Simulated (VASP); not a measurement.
# Mo (P6_3/mmc) in VASP: notebook

Mo is run at these levels: PBEsol; tasks: single point, relaxation of cell and atoms.

Program: VASP 6.6.1. These are calculated values, not measurements. Logs are shortened: lines on timing, memory, paths and dates and some standing lists are left out, and cuts for length are marked.

### Step 1. The cell of the first run

It takes space group P6_3/mmc (No. 194, hexagonal). Conventional cell: a = 2.728 Å, b = 2.728 Å, c = 4.833 Å, α = 90.00°, β = 90.00°, γ = 120.00°. Mo (site symmetry -6m2) has 12 Mo at 2.73 to 2.88 Å within 3.6 Å.

### Step 2. Single point, PBEsol

The input, INCAR:

```
PREC = Accurate
ENCUT = 520
EDIFF = 1E-6
ISMEAR = 0
SIGMA = 0.1
LREAL = F
LASPH = T
NELM = 80
ALGO = Normal
ISIF = 2
LWAVE = F
LCHARG = F
GGA = PS
NBANDS = 21
```

The input, KPOINTS:

```
Automatic mesh
0
Gamma
  9 9 4
```

The input, POSCAR:

```
Mo
1.0
    2.7279645771      0.0000000000      0.0000000000
   -1.3639822885      2.3624866244      0.0000000000
    0.0000000000      0.0000000000      4.8332219794
Mo
2
Direct
    0.3333333333      0.6666666667      0.2500000000
    0.6666666667      0.3333333333      0.7500000000
```

Potentials or basis: VASP PAW PBE potentials, release 64 (Mo_sv).

Launch:

```sh
$ cat potpaw_PBE.64/Mo_sv/POTCAR > POTCAR
$ mpirun -np 1 vasp_std > vasp.out
```

OUTCAR:

```text
PREC = Accurate
   ENCUT = 520
   EDIFF = 1E-6
   ISMEAR = 0
   LREAL = F
   LASPH = T
   NELM = 80
   ISIF = 2
   GGA = PS

 ion  position               nearest neighbor table
   1  0.333  0.667  0.250-   2 2.88   2 2.88   2 2.88   2 2.88   2 2.88   2 2.88
   2  0.667  0.333  0.750-   1 2.88   1 2.88   1 2.88   1 2.88   1 2.88   1 2.88

  LATTYP: Found a hexagonal cell.
 ALAT       =     2.7279645771
 C/A-ratio  =     1.7717319426

  Lattice vectors:

 A1 = (   2.7279645771,   0.0000000000,   0.0000000000)
 A2 = (  -1.3639822885,   2.3624866244,   0.0000000000)
 A3 = (   0.0000000000,   0.0000000000,   4.8332219794)

Analysis of symmetry for initial positions (statically):
=====================================================================
 Subroutine PRICEL returns:
 Original cell was already a primitive cell.

 Routine SETGRP: Setting up the symmetry group for a
 hexagonal supercell.

 Subroutine GETGRP returns: Found 24 space group operations
 (whereof 12 operations were pure point group operations)
 out of a pool of 24 trial point group operations.

The static configuration has the point symmetry D_3d.
 The point group associated with its full space group is D_6h.

Analysis of symmetry for dynamics (positions and initial velocities):
=====================================================================
 Subroutine PRICEL returns:
 Original cell was already a primitive cell.

 Routine SETGRP: Setting up the symmetry group for a
 hexagonal supercell.

 Subroutine GETGRP returns: Found 24 space group operations
 (whereof 12 operations were pure point group operations)
 out of a pool of 24 trial point group operations.

The dynamic configuration has the point symmetry D_3d.
 The point group associated with its full space group is D_6h.

 Subroutine INISYM returns: Found 24 space group operations
 (whereof 12 operations are pure point group operations),
 and found     1 'primitive' translations

----------------------------------------------------------------------------------------

                                     Primitive cell

  volume of cell :      31.1491

  direct lattice vectors                    reciprocal lattice vectors
     2.727964577  0.000000000  0.000000000     0.366573675  0.211641410  0.000000000
    -1.363982288  2.362486624  0.000000000     0.000000000  0.423282820  0.000000000
     0.000000000  0.000000000  4.833221979     0.000000000  0.000000000  0.206901318

  length of vectors
     2.727964577  2.727964577  4.833221979     0.423282820  0.423282820  0.206901318

  position of ions in fractional coordinates (direct lattice)
     0.333333333  0.666666667  0.250000000
     0.666666667  0.333333333  0.750000000

  ion indices of the primitive-cell ions
   primitive index   ion index
                 1           1
                 2           2

----------------------------------------------------------------------------------------

 KPOINTS: Automatic mesh

Automatic generation of k-mesh.
 Grid dimensions read from file:
 generate k-points for:    9    9    4

 Generating k-lattice:

  Cartesian coordinates                     Fractional coordinates (reciprocal lattice)
     0.040730408  0.023515712  0.000000000     0.111111111 -0.000000000  0.000000000
     0.000000000  0.047031424  0.000000000     0.000000000  0.111111111  0.000000000
     0.000000000  0.000000000  0.051725330     0.000000000  0.000000000  0.250000000

  Length of vectors
     0.047031424  0.047031424  0.051725330

  Shift w.r.t. Gamma in fractional coordinates (k-lattice)
     0.000000000  0.000000000  0.000000000

 Subroutine IBZKPT returns following result:
 ===========================================

 Found     36 irreducible k-points:

 Following reciprocal coordinates:
            Coordinates               Weight
  0.000000  0.000000  0.000000      1.000000
  0.111111 -0.000000  0.000000      6.000000
  0.222222 -0.000000  0.000000      6.000000
  0.333333  0.000000  0.000000      6.000000
  0.444444 -0.000000  0.000000      6.000000
  0.111111  0.111111  0.000000      6.000000
[... 16 lines left out ...]
  0.333333  0.222222  0.250000     24.000000
  0.333333  0.333333  0.250000      4.000000
 [... further k-points ...]
   k-points           NKPTS =     36   k-points in BZ     NKDIM =     36   number of bands    NBANDS=     21
   number of dos      NEDOS =    301   number of ions     NIONS =      2
   total plane-waves  NPLWV =  14400
   dimension x,y,z NGX =    20 NGY =   20 NGZ =   36
   dimension x,y,z NGXF=    40 NGYF=   40 NGZF=   72
   ions per type =               2
   NGX,Y,Z   is equivalent  to a cutoff of  12.19, 12.19, 12.38 a.u.
   NGXF,Y,Z  is equivalent  to a cutoff of  24.38, 24.38, 24.77 a.u.
 SYSTEM =  unknown system
   PREC   = accura    normal or accurate (medium, high low for compatibility)
   ISTART =      0    job   : 0-new  1-cont  2-samecut
   ICHARG =      2    charge: 1-file 2-atom 10-const
   ISPIN  =      1    spin polarized calculation?
   LNONCOLLINEAR =      F non collinear calculations
   LSORBIT =      F    spin-orbit coupling
   LASPH  =      T    aspherical Exc in radial PAW
   ENCUT  =  520.0 eV  38.22 Ry    6.18 a.u.   5.07  5.07  8.99*2*pi/ulx,y,z
   NELM   =     80;   NELMIN=  2; NELMDL= -5     # of ELM steps
   EDIFF  = 0.1E-05   stopping-criterion for ELM
   LREAL  =      F    real-space projection
   EDIFFG = 0.1E-04   stopping-criterion for IOM
   NSW    =      0    number of steps for IOM
   IBRION =     -1    ionic relax: 0-MD 1-quasi-New 2-CG
   NFREE  =      0    steps in history (QN), initial steepest desc. (CG)
   ISIF   =      2    stress and relaxation
   ISYM   =      2    0-nonsym 1-usesym 2-fastsym
   POTIM  = 0.5000    time-step for ionic-motion
   TEBEG  =    0.0;   TEEND  =   0.0 temperature during run
   PSTRESS=    0.0 pullay stress
   NELECT =      28.0000    total number of electrons
   NUPDOWN=      -1.0000    fix difference up-down
   EMIN   =  10.00;   EMAX   =-10.00  energy-range for DOS
   EFERMI =   0.00;   METHOD = LEGACY
   ISMEAR =     0;   SIGMA  =   0.10  broadening in eV -4-tet -1-fermi 0-gaus
   EFERMI_NEDOS =   21; number of points for ismear=-14 and -15
   IALGO  =     38    algorithm
   IMIX   =      4    mixing-type and parameters
     AMIX     =   0.40;   BMIX     =  1.00
     AMIX_MAG =   1.60;   BMIX_MAG =  1.00
  volume/ion in A,a.u.               =      15.57       105.10
  Fermi-wavevector in a.u.,A,eV,Ry     =   1.579959  2.985690 33.963834  2.496271
  Thomas-Fermi vector in A             =   2.680260
   LORBIT       =      0    0 simple, 1 ext, 2 COOP (PROOUT), +10 PAW based schemes
   GGA     = PS    functional components
   LHFCALC =     F    Hartree Fock is set to
   AEXX    =    0.0000 exact exchange contribution
   IVDW    =     0    specifies the selected vdW correction
   LEPSILON=     F    determine dielectric tensor
   LRPA    =     F    only Hartree local field effects (RPA)
 non-spin polarized calculation
 Gauss-broadening in eV      SIGMA  =   0.10
  energy-cutoff  :      520.00
  volume of cell :       31.15
 maximum number of plane-waves:       857
   NGX = 11   NGY = 11   NGZ = 17

 number of electron      27.9999999 magnetization

 Free energy of the ion-electron system (eV)
  ---------------------------------------------------
  ext. energy  EPLUGINS =         0.00000000
  ---------------------------------------------------
  free energy    TOTEN  =       -22.68171395 eV

  energy without entropy =      -22.66764387  energy(sigma->0) =      -22.67467891

 E-fermi :  12.2583     XC(G=0): -13.5261

 val. band max:       12.2479440132   @ k =   0.3333   0.1111   0.5000
 cond. band min:      12.2689781478   @ k =   0.1111  -0.0000   0.2500
 fundamental gap:      0.0210341346
 Fermi energy:        12.2583231823

 k-point     1 :       0.0000    0.0000    0.0000
  band No.  band energies     occupation
      1     -48.5288      2.00000
      2     -48.3461      2.00000
      3     -23.1829      2.00000
      4     -21.9978      2.00000
      5     -21.8357      2.00000
      6     -21.8357      2.00000
[... 13 lines left out ...]
     20      15.7354      0.00000
     21      22.3017      0.00000

 k-point     2 :       0.1111   -0.0000    0.0000
  band No.  band energies     occupation
      1     -48.4977      2.00000
      2     -48.3245      2.00000
      3     -23.1274      2.00000
      4     -22.0071      2.00000
      5     -22.0051      2.00000
      6     -21.8899      2.00000
[... 13 lines left out ...]
     20      17.2123      0.00000
     21      22.2161      0.00000

 k-point     3 :       0.2222   -0.0000    0.0000
  band No.  band energies     occupation
      1     -48.4167      2.00000
      2     -48.2707      2.00000
      3     -22.9762      2.00000
      4     -22.4337      2.00000
      5     -22.3081      2.00000
      6     -22.0332      2.00000
[... 13 lines left out ...]
     20      19.5355      0.00000
     21      21.8920      0.00000

 k-point     4 :       0.3333    0.0000    0.0000
  band No.  band energies     occupation
      1     -48.3188      2.00000
      2     -48.2131      2.00000
      3     -22.9053      2.00000
      4     -22.7738      2.00000
      5     -22.7574      2.00000
      6     -22.1188      2.00000
[... 13 lines left out ...]
     20      21.5703      0.00000
     21      21.6865      0.00000

 k-point     5 :       0.4444   -0.0000    0.0000
  band No.  band energies     occupation
      1     -48.2478      2.00000
      2     -48.1813      2.00000
      3     -23.2048      2.00000
      4     -23.0389      2.00000
      5     -22.5991      2.00000
      6     -22.1966      2.00000
[... 13 lines left out ...]
     20      20.6306      0.00000
     21      23.0804      0.00000
[... 382 lines left out ...]
     20      20.1325      0.00000
     21      24.0613      0.00000

 k-point    22 :       0.2222    0.2222    0.2500
  band No.  band energies     occupation
      1     -48.2608      2.00000
      2     -48.2024      2.00000
      3     -22.9381      2.00000
      4     -22.9159      2.00000
      5     -22.5016      2.00000
      6     -22.3555      2.00000
[... 13 lines left out ...]
     20      19.8916      0.00000
     21      24.4657      0.00000

 k-point    23 :       0.3333    0.2222    0.2500
  band No.  band energies     occupation
      1     -48.2067      2.00000
      2     -48.1774      2.00000
      3     -23.0553      2.00000
      4     -22.9679      2.00000
      5     -22.5692      2.00000
      6     -22.4375      2.00000
[... 13 lines left out ...]
     20      21.1684      0.00000
     21      23.8289      0.00000

 k-point    24 :       0.3333    0.3333    0.2500
  band No.  band energies     occupation
      1     -48.1783      2.00000
      2     -48.1783      2.00000
      3     -22.8576      2.00000
      4     -22.8489      2.00000
      5     -22.8489      2.00000
      6     -22.6427      2.00000
[... 13 lines left out ...]
     20      21.3019      0.00000
     21      22.3252      0.00000

 [... further k-points ...]

------------------------ aborting loop because EDIFF is reached ----------------------------------------

  FORCE on cell =-STRESS in cart. coord.  units (eV):
  Direction    XX          YY          ZZ          XY          YZ          ZX
  --------------------------------------------------------------------------------------
  -------------------------------------------------------------------------------------
  Total        0.1106379      0.1106379      0.1043242      0.0000000     -0.0000000      0.0000000
  in kB        5.6907510      5.6907510      5.3660019      0.0000000     -0.0000000      0.0000000
  external PRESSURE =       5.5825013 kB  Pullay stress =       0.0000000 kB

 VOLUME and BASIS-vectors are now :
 -----------------------------------------------------------------------------
  energy-cutoff  :      520.00
  volume of cell :       31.15
      direct lattice vectors                 reciprocal lattice vectors
     2.727964577  0.000000000  0.000000000     0.366573675  0.211641410  0.000000000
    -1.363982288  2.362486624  0.000000000     0.000000000  0.423282820  0.000000000
     0.000000000  0.000000000  4.833221979     0.000000000  0.000000000  0.206901318

 POSITION                                       TOTAL-FORCE (eV/Angst)
 -----------------------------------------------------------------------------------
     -0.00000      1.57499      1.20831         0.000000      0.000000      0.000000
      1.36398      0.78750      3.62492        -0.000000     -0.000000      0.000000
 -----------------------------------------------------------------------------------
    total drift:                                0.000000     -0.000000      0.000000

  FREE ENERGIE OF THE ION-ELECTRON SYSTEM (eV)
  ---------------------------------------------------
  free  energy   TOTEN  =       -22.6817139504 eV

  energy  without entropy=      -22.6676438675  energy(sigma->0) =      -22.67467891
```

Run time: 10 s. Hardware: 1 thread of AMD EPYC 9R45 (Zen 5), shared host; peak memory 0.12 GiB.

What came out:

```yaml
Free_energy: -22.6817 eV
Pressure: 0.6 GPa
Band_gap_on_the_k_mesh: zero (band 14 reaches 13.49 eV, above the bottom of band 15 at 11.55 eV)
```

Levels at points of the mesh, in eV from the Fermi level:
| k point | band 10 | band 11 | band 12 | band 13 | band 14 | band 15 | band 16 | band 17 | band 18 | band 19 |
| --- | --- | --- | --- | --- | --- | --- | --- | --- | --- | --- |
| (0.00, 0.00, 0.00) | -4.92 | -1.81 | -0.74 | -0.74 | -0.21 | -0.21 | 0.65 | 1.44 | 1.44 | 3.48 |
| (0.00, 0.00, 0.50) | -5.29 | -1.98 | -1.98 | -0.70 | -0.70 | -0.70 | -0.70 | 2.79 | 2.79 | 2.79 |

Caveat: the PAW data sets were made with another functional, which shifts forces and pressure a little.

(Part 1 of 2 ends here.)
